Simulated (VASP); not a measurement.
# Be3OsC2 (Cmmm) in VASP: further runs

The runs below take Be3OsC2 through relaxation of cell and atoms, single point, with PBE.

Everything below comes from runs of VASP 6.6.1. Logs are shortened: lines on timing, memory, paths and dates and some standing lists are left out, and cuts for length are marked.

## Step 1: The cell of the first run

Symmetry: Cmmm, No. 65, orthorhombic system. The conventional cell has a = 4.527 Å, b = 7.571 Å, c = 3.539 Å, α = 90.00°, β = 90.00°, γ = 90.00°. Within 2.8 Å of Be (site symmetry m2m) lie 5 Be at 2.15 to 2.63 Å and 4 C at 2.21 Å and 3 Os at 2.57 Å. Be (site symmetry mmm) has 4 Be at 2.15 Å and 4 C at 2.21 Å within 2.8 Å. Os (site symmetry mmm) has 10 Be at 2.57 to 2.87 Å and 8 C at 2.83 Å within 3.4 Å. C (site symmetry 2/m) has 6 Be at 2.21 Å and 2 C at 2.26 Å and 4 Os at 2.83 Å within 2.9 Å.

## Step 2: Relaxation of cell and atoms, PBE

File INCAR:

```
PREC = Accurate
ENCUT = 600
EDIFF = 1E-6
ISMEAR = 0
SIGMA = 0.1
LREAL = False
LASPH = True
NELM = 100
ALGO = Normal
ISIF = 3
LWAVE = False
LCHARG = False
GGA = PE
IBRION = 2
NSW = 90
EDIFFG = -0.04
```

File KPOINTS:

```
regular mesh
0
Gamma
  4 4 6
```

File POSCAR:

```
Be3OsC2
1.0
    2.2634108200     -3.7852666600      0.0000000000
    2.2634108200      3.7852666600      0.0000000000
    0.0000000000      0.0000000000      3.5391391300
Be Os C
3 1 2
Direct
    0.1610669000      0.8389331000      0.0000000000
    0.8389331000      0.1610669000      0.0000000000
    0.0000000000      0.0000000000      0.5000000000
    0.5000000000      0.5000000000      0.0000000000
    0.0000000000      0.5000000000      0.5000000000
    0.5000000000      0.0000000000      0.5000000000
```

Potentials or basis: VASP PAW PBE potentials, release 64 (Be, Os, C).

Run with:

```
cat potpaw_PBE.64/Be/POTCAR potpaw_PBE.64/Os/POTCAR potpaw_PBE.64/C/POTCAR > POTCAR
mpirun -np 1 vasp_std > vasp.out
```

OUTCAR:

```text
PREC = Accurate
   ENCUT = 600
   EDIFF = 1E-6
   ISMEAR = 0
   LREAL = False
   LASPH = True
   NELM = 100
   ISIF = 3
   GGA = PE
   IBRION = 2
   NSW = 90
   EDIFFG = -0.04

 ion  position               nearest neighbor table
   1  0.161  0.839  0.000-   3 2.15   3 2.15   6 2.21   5 2.21   5 2.21   6 2.21   4 2.57   4 2.57
                             4 2.57
   2  0.839  0.161  0.000-   3 2.15   3 2.15   6 2.21   5 2.21   5 2.21   6 2.21   4 2.57   4 2.57
                             4 2.57
   3  0.000  0.000  0.500-   1 2.15   2 2.15   1 2.15   2 2.15   5 2.21   6 2.21   5 2.21   6 2.21
                             4 2.87   4 2.87   4 2.87   4 2.87
   4  0.500  0.500  0.000-   1 2.57   2 2.57   1 2.57   2 2.57   1 2.57   2 2.57   3 2.87   3 2.87
                             3 2.87   3 2.87
   5  0.000  0.500  0.500-   3 2.21   3 2.21   1 2.21   1 2.21   2 2.21   2 2.21
   6  0.500  0.000  0.500-   3 2.21   3 2.21   1 2.21   1 2.21   2 2.21   2 2.21

  LATTYP: Found a base centered orthorhombic cell.
 ALAT       =     4.5268216400
 B/A-ratio  =     1.6723727865
 C/A-ratio  =     0.7818154572

  Lattice vectors:

 A1 = (   2.2634108200,  -3.7852666600,   0.0000000000)
 A2 = (   2.2634108200,   3.7852666600,   0.0000000000)
 A3 = (   0.0000000000,   0.0000000000,   3.5391391300)

Analysis of symmetry for initial positions (statically):
=====================================================================
 Subroutine PRICEL returns:
 Original cell was already a primitive cell.

 Routine SETGRP: Setting up the symmetry group for a
 base centered orthorhombic supercell.

 Subroutine GETGRP returns: Found  8 space group operations
 (whereof  8 operations were pure point group operations)
 out of a pool of  8 trial point group operations.

The static configuration has the point symmetry D_2h.

Analysis of symmetry for dynamics (positions and initial velocities):
=====================================================================
 Subroutine PRICEL returns:
 Original cell was already a primitive cell.

 Routine SETGRP: Setting up the symmetry group for a
 base centered orthorhombic supercell.

 Subroutine GETGRP returns: Found  8 space group operations
 (whereof  8 operations were pure point group operations)
 out of a pool of  8 trial point group operations.

The dynamic configuration has the point symmetry D_2h.

 Subroutine INISYM returns: Found  8 space group operations
 (whereof  8 operations are pure point group operations),
 and found     1 'primitive' translations

----------------------------------------------------------------------------------------

                                     Primitive cell

  volume of cell :      60.6440
[... 131 lines left out ...]
  energy-cutoff  :      600.00
  volume of cell :       60.64
 maximum number of plane-waves:      2039
   NGX = 17   NGY = 17   NGZ = 15

--------------------------------------- Ionic step        1  -------------------------------------------

 number of electron      22.0000000 magnetization

 Free energy of the ion-electron system (eV)
  ---------------------------------------------------
  ext. energy  EPLUGINS =         0.00000000
  ---------------------------------------------------
  free energy    TOTEN  =       -32.72054589 eV

  energy without entropy =      -32.70893192  energy(sigma->0) =      -32.71473890

------------------------ aborting loop because EDIFF is reached ----------------------------------------

  FORCE on cell =-STRESS in cart. coord.  units (eV):
  Direction    XX          YY          ZZ          XY          YZ          ZX
  --------------------------------------------------------------------------------------
  -------------------------------------------------------------------------------------
  Total       -9.8603521    -10.5860192    -11.9084682     -0.0000000      0.0000000      0.0000000
  in kB     -260.5046659   -279.6763622   -314.6146818     -0.0000000      0.0000000      0.0000000
  external PRESSURE =    -284.9319033 kB  Pullay stress =       0.0000000 kB
[... 101 lines left out ...]
  FREE ENERGIE OF THE ION-ELECTRON SYSTEM (eV)
  ---------------------------------------------------
  free  energy   TOTEN  =       -34.2457277856 eV

  energy  without entropy=      -34.2333435017  energy(sigma->0) =      -34.23953564

[... ionic steps 4 to 7 ...]

--------------------------------------- Ionic step        8  -------------------------------------------

 number of electron      22.0000000 magnetization

------------------------ aborting loop because EDIFF is reached ----------------------------------------
[... 75 lines left out ...]
--------------------------------------- Ionic step       10  -------------------------------------------

 number of electron      22.0000000 magnetization

 Free energy of the ion-electron system (eV)
  ---------------------------------------------------
  ext. energy  EPLUGINS =         0.00000000
  ---------------------------------------------------
  free energy    TOTEN  =       -34.82611513 eV

  energy without entropy =      -34.81787785  energy(sigma->0) =      -34.82199649

 E-fermi :   8.6719     XC(G=0): -12.3541

 val. band max:        8.6179912807   @ k =   0.5000   0.5000   0.1667
 cond. band min:       8.7423309976   @ k =   0.5000   0.0000   0.1667
 fundamental gap:      0.1243397169
 Fermi energy:         8.6718798990

 k-point     1 :       0.0000    0.0000    0.0000
  band No.  band energies     occupation
      1      -7.1909      2.00000
      2      -2.0276      2.00000
      3       0.7074      2.00000
      4       2.2768      2.00000
      5       2.7256      2.00000
      6       4.1062      2.00000
      7       4.3118      2.00000
      8       4.3972      2.00000
      9       7.6615      2.00000
     10       7.8494      2.00000
     11       8.1178      2.00000
     12       8.2803      2.00000
     13       8.9028      0.00109
     14      12.2348      0.00000
[... 401 lines left out ...]
      2      -3.7964      2.00000
      3      -0.0362      2.00000
      4       0.8142      2.00000
      5       2.3161      2.00000
      6       4.0139      2.00000
      7       4.9407      2.00000
      8       5.5997      2.00000
      9       6.3827      2.00000
     10       6.6485      2.00000
     11       7.9294      2.00000
     12       8.4049      1.99984
     13       9.7949      0.00000
     14      11.6339      0.00000
     15      12.7060      0.00000

 [... further k-points ...]
[... 5 lines left out ...]
  --------------------------------------------------------------------------------------
  -------------------------------------------------------------------------------------
  Total       -0.0079989     -0.0410203     -0.1348639     -0.0000000      0.0000000      0.0000000
  in kB       -0.2629651     -1.3485510     -4.4336831     -0.0000000      0.0000000      0.0000000
  external PRESSURE =      -2.0150664 kB  Pullay stress =       0.0000000 kB
[... 21 lines left out ...]
  FREE ENERGIE OF THE ION-ELECTRON SYSTEM (eV)
  ---------------------------------------------------
  free  energy   TOTEN  =       -34.8261151259 eV

  energy  without entropy=      -34.8178778506  energy(sigma->0) =      -34.82199649

 reached required accuracy - stopping structural energy minimisation
```

OSZICAR:

```text
N       E                     dE             d eps       ncg     rms          rms(c)
DAV:   1     0.843521589941E+02    0.84352E+02   -0.10840E+04   840   0.148E+03
DAV:   2    -0.214620628999E+02   -0.10581E+03   -0.10336E+03   891   0.311E+02
DAV:   3    -0.352435660737E+02   -0.13782E+02   -0.13067E+02  1386   0.772E+01
DAV:   4    -0.357660311063E+02   -0.52247E+00   -0.48916E+00  1130   0.141E+01
[... 95 lines left out ...]
DAV:   3    -0.348261782142E+02    0.35009E-03   -0.20176E-03  1250   0.344E-01    0.883E-02
DAV:   4    -0.348261207435E+02    0.57471E-04   -0.38662E-04  1175   0.163E-01    0.178E-02
DAV:   5    -0.348261170975E+02    0.36459E-05   -0.45314E-05  1113   0.436E-02    0.108E-02
DAV:   6    -0.348261154216E+02    0.16759E-05   -0.60731E-06   959   0.187E-02    0.401E-03
DAV:   7    -0.348261151259E+02    0.29577E-06   -0.54345E-07   476   0.764E-03
  10 F= -.34826115E+02 E0= -.34821996E+02  d E =-.122445E-02
```

Wall time 5.2 min (1 thread of Oxide Virtual Turin-like, shared host); peak memory 0.18 GiB.

What came out:

| Quantity | Value |
| --- | --- |
| Free energy | -34.8261 eV |
| Relaxed volume | 8.12 Å³/atom |
| Relaxed cell | a = 4.361 Å, b = 4.361 Å, c = 2.973 Å, α = 90.00°, β = 90.00°, γ = 120.43° |
| Space group after relaxing (to 0.05 Å) | Cmmm (No. 65) |
| Energy gained by relaxing | 350.9 meV/atom |
| Ionic steps | 10 |
| Pressure after relaxing | -0.2 GPa |
| Largest force after relaxing | 0.029 eV/Å |
| Band gap on the k mesh | zero (band 11 reaches 10.07 eV, above the bottom of band 12 at 8.23 eV) |

Forces in eV/Å, atoms in the order of the input:
```
Be   0.000 -0.029  0.000
Be   0.000  0.029  0.000
Be   0.000  0.000  0.000
Os   0.000  0.000  0.000
C    0.000  0.000  0.000
C    0.000  0.000  0.000
```

Step by step:
| step | energy change (eV) | largest force (eV/Å) | pressure (GPa) | volume (Å³) |
| --- | --- | --- | --- | --- |
| 1 | 0.0000 | 1.3458 | -28.49 | 60.64 |
| 2 | -1.4948 | 1.1902 | 9.64 | 46.19 |
| 3 | -1.5252 | 1.2607 | 2.80 | 47.60 |
| 4 | -1.8093 | 0.7216 | 4.21 | 47.19 |
| 5 | -1.9800 | 0.1289 | 8.34 | 46.58 |
| 6 | -2.0729 | 0.1526 | -4.71 | 49.76 |
| 7 | -2.0810 | 0.0888 | -2.00 | 48.99 |
| 8 | -2.1037 | 0.1004 | 0.06 | 48.62 |
| 9 | -2.1043 | 0.1005 | 0.52 | 48.55 |
| 10 | -2.1056 | 0.0291 | -0.20 | 48.74 |

Final structure:
```
Be Os C
1.0
     2.16605   -3.78448    0.00000
     2.16605    3.78448    0.00000
     0.00000    0.00000    2.97260
Be Os C
3 1 2
Direct
  0.19552 0.80448 0.00000
  0.80448 0.19552 0.00000
  0.00000 0.00000 0.50000
  0.50000 0.50000 0.00000
  0.00000 0.50000 0.50000
  0.50000 0.00000 0.50000
```

Levels at points of the mesh, in eV from the Fermi level:
```csv
k point,band 7,band 8,band 9,band 10,band 11,band 12,band 13,band 14,band 15
"(0.00, 0.00, 0.00)",-4.36,-4.27,-1.01,-0.82,-0.55,-0.39,0.23,3.56,4.41
"(0.50, 0.00, 0.00)",-3.84,-2.67,-1.61,-1.51,-1.23,0.41,0.63,1.06,3.68
"(0.50, 0.50, 0.00)",-3.95,-1.95,-1.80,0.93,1.40,1.62,2.07,2.41,2.62
"(0.00, 0.00, 0.50)",-5.64,-5.33,0.88,1.06,1.15,1.40,2.34,2.44,3.06
"(0.50, 0.00, 0.50)",-3.73,-3.07,-2.29,-2.02,-0.74,-0.27,1.12,2.96,4.03
"(0.50, 0.50, 0.50)",-5.83,-3.48,-2.28,-1.97,-1.47,-0.37,1.99,5.26,5.29
```

Caveat: the k points lie up to 0.42 Å⁻¹ apart in the final cell; the volume moved by over 15 % at a fixed basis, so the end points are rough; spin-orbit coupling is left out, which moves the levels of the heavy elements.

## Step 3: Single point, PBE, collinear spin, ferromagnetic start

This run uses another cell than the first one, of 8.11 Å³/atom, 0.803 times its volume.

File INCAR:

```
PREC     = Accurate       # precision mode
ENCUT    = 520            # plane-wave cutoff, eV
EDIFF    = 1E-6           # SCF threshold, eV
ISMEAR   = 0              # smearing method
SIGMA    = 0.1            # smearing width, eV
LREAL    = F              # projectors in reciprocal space
LASPH    = T              # aspherical terms in the spheres
NELM     = 150            # most SCF steps
ALGO     = Normal         # electronic algorithm
ISIF     = 2              # what is computed and relaxed
LWAVE    = F              # write WAVECAR
LCHARG   = F              # write CHGCAR
ISPIN    = 2              # spin polarisation
MAGMOM   = 0 0 0 1 0 0    # initial moments
LORBIT   = 11             # projections on sites
LMAXMIX  = 4              # l up to which the mixer works
GGA      = PE             # functional
NBANDS   = 24             # bands
```

File KPOINTS:

```
Automatic mesh
0
Gamma
  4 4 6
```

File POSCAR:

```
Be3OsC2
1.0
    2.1677748303     -3.7853776499      0.0000000000
    2.1677748303      3.7853776499      0.0000000000
    0.0000000000      0.0000000000      2.9661825368
Be Os C
3 1 2
Direct
    0.1960627724      0.8039372276      0.0000000000
    0.8039372276      0.1960627724      0.0000000000
    0.0000000000      0.0000000000      0.5000000000
    0.5000000000      0.5000000000      0.0000000000
    0.0000000000      0.5000000000      0.5000000000
    0.5000000000      0.0000000000      0.5000000000
```

Potentials or basis: VASP PAW PBE potentials, release 64 (Be, Os, C).

Run with:

```
cat potpaw_PBE.64/Be/POTCAR potpaw_PBE.64/Os/POTCAR potpaw_PBE.64/C/POTCAR > POTCAR
mpirun -np 1 vasp_std > vasp.out
```

Run time: 59 s. Hardware: 1 thread of Oxide Virtual Turin-like, shared host; peak memory 0.17 GiB.

Results (log left out):

```yaml
Free_energy: -34.8165 eV
Pressure: 0.2 GPa
Largest_force: 0.011 eV/Å
Band_gap_on_the_k_mesh: zero (filled and empty bands overlap)
Net_moment: 0.00 μB per cell
Valence_electrons_inside_the_program's_atomic_spheres: Be 1.28, 1.02; Os 7.15; C 2.28
```

Forces on the atoms (eV/Å):
```
Be   0.000  0.011  0.000
Be   0.000 -0.011  0.000
Be   0.000  0.000  0.000
Os   0.000  0.000  0.000
C    0.000  0.000  0.000
C    0.000  0.000  0.000
```

Stress tensor (GPa, compression positive):
```
0.02 0.00 0.00
0.00 0.27 0.00
0.00 0.00 0.41
```

Levels at points of the mesh, in eV from the Fermi level:
Spin up:
```tsv
k point	band 8	band 9	band 10	band 11	band 12	band 13	band 14	band 15
(0.00, 0.00, 0.00)	-4.28	-1.00	-0.81	-0.54	-0.38	0.24	3.55	4.37
(0.50, 0.00, 0.00)	-2.65	-1.63	-1.52	-1.21	0.41	0.64	1.07	3.70
(0.50, 0.50, 0.00)	-1.95	-1.78	0.93	1.38	1.63	2.06	2.39	2.67
(0.00, 0.00, 0.50)	-5.32	0.90	1.08	1.14	1.39	2.34	2.44	3.07
(0.50, 0.00, 0.50)	-3.08	-2.28	-2.04	-0.76	-0.29	1.13	2.96	3.88
(0.50, 0.50, 0.50)	-3.49	-2.28	-1.98	-1.49	-0.38	2.02	5.24	5.30
```
Spin down:
| k point | band 8 | band 9 | band 10 | band 11 | band 12 | band 13 | band 14 | band 15 |
| --- | --- | --- | --- | --- | --- | --- | --- | --- |
| (0.00, 0.00, 0.00) | -4.28 | -1.00 | -0.81 | -0.54 | -0.38 | 0.24 | 3.55 | 4.37 |
| (0.50, 0.00, 0.00) | -2.65 | -1.63 | -1.52 | -1.21 | 0.41 | 0.64 | 1.07 | 3.70 |
| (0.50, 0.50, 0.00) | -1.95 | -1.78 | 0.93 | 1.38 | 1.63 | 2.06 | 2.39 | 2.67 |
| (0.00, 0.00, 0.50) | -5.32 | 0.90 | 1.08 | 1.14 | 1.39 | 2.34 | 2.44 | 3.07 |
| (0.50, 0.00, 0.50) | -3.08 | -2.28 | -2.04 | -0.76 | -0.29 | 1.13 | 2.96 | 3.88 |
| (0.50, 0.50, 0.50) | -3.49 | -2.28 | -1.98 | -1.49 | -0.38 | 2.02 | 5.24 | 5.30 |

Caveat: the k points lie up to 0.42 Å⁻¹ apart; spin-orbit coupling is left out, which moves the levels of the heavy elements.
